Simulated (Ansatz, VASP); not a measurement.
One calculation of Si2W, two programs

```xyz
3
Lattice="-1.5505 1.6293 3.9400 1.6293 -1.5505 3.9400 1.5827 1.5827 -3.9079" Properties=species:S:1:pos:R:3 pbc="T T T"
Si    0.0262    0.0262    2.6240
Si    0.0526    0.0526    5.2560
W     0.0000    0.0000    0.0000
```

Change from the starting cell: equal xy, yz and zx shear strains of +2 %, crystal datasets.

Alike in both runs: task electric field gradients; functional LDA; k mesh 11 × 11 × 14; occupations fermi-dirac, width 0.05 eV; no spin polarisation.

|  | VASP | Ansatz |
| --- | --- | --- |
| version | VASP 6.6.1 | Ansatz 0.2.0 |
| potentials or method | VASP PAW LDA potentials, release 64 (Si, W_sv), cutoff 520 eV | all-electron PAW with datasets made for the crystal, scalar-relativistic |

VASP gave:

```
pressure (GPa)                                                : -6.2
traceless stress, the component that is largest in VASP (GPa) : -3.80
rms of the force components (eV/Å)                            : 0.147
size of Vzz on the site where it differs most (V/Å²)          : 134.5
```

Problem. Estimate Ansatz's values.

Solution. Pressure (GPa): -7.0; traceless stress, the component that is largest in VASP (GPa): -3.77; rms of the force components (eV/Å): 0.153; size of Vzz on the site where it differs most (V/Å²): 154.3.

LDA's correlation is that of Perdew and Zunger in VASP and of Perdew and Wang (1992) in Ansatz. Atom by atom the forces differ by 0.007 eV/Å (rms over components). Ansatz ran all-electron here, and VASP with PAW potentials.

Spin-orbit coupling is off throughout.
